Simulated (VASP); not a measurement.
Runs of VASP 6.6.1 on AlN. The structure is that of space group P6_3mc (No. 186), or close to it. The cells are those of the table. 

| task | level | spin | cell | k mesh | cutoff (eV) | grid for exact exchange (PRECFOCK) | gap on the mesh (eV) | pressure (GPa) | largest force (eV/Å) |
| --- | --- | --- | --- | --- | --- | --- | --- | --- | --- |
| single point | PBE | collinear, zero start | a = 3.111, b = 3.111, c = 4.979 Å, angles 90.0, 90.0, 120.0°, 4 atoms | 8 × 8 × 6 | 600 | - | 4.21 | 3.7 | 0.01 |
| single point | PBE | off | a = 3.111, b = 3.111, c = 4.978 Å, angles 90.0, 90.0, 120.0°, 4 atoms | 8 × 8 × 6 | 600 | - | (b) | 3.7 | 0.18 |
| relaxation of shape and atoms at fixed volume | PBE | off | relaxed from a = 3.111, b = 3.111, c = 4.978 Å, angles 90.0, 90.0, 120.0°, 4 atoms | 8 × 8 × 6 | 600 | - | 4.22 | 3.7 | 0.01 |
| single point | PBE | off | a = 3.111, b = 3.111, c = 4.979 Å, angles 90.0, 90.0, 120.0°, 4 atoms | 6 × 6 × 4 | 520 | - | 4.21 | 3.8 | 0.01 |
| single point | PBE | off | a = 3.111, b = 3.111, c = 4.979 Å, angles 90.0, 90.0, 120.0°, 4 atoms | 8 × 8 × 6 | 600 | - | 4.21 | 3.7 | 0.01 |
| single point | PBE0+D4 | off | a = 3.111, b = 3.111, c = 4.979 Å, angles 90.0, 90.0, 120.0°, 4 atoms | 6 × 6 × 4 | 520 | Normal | 6.30 | (a) | - |

Alike in all rows: potentials or basis VASP PAW PBE potentials, release 64 (Al, N); smearing gaussian 0.05 eV.

Question: Estimate the missing entries.

Answer: (a) -5.8; (b) 4.17.

Caveats: the PAW data sets were made with another functional, which shifts forces and pressure a little (some runs).

A k mesh can miss the band edges.
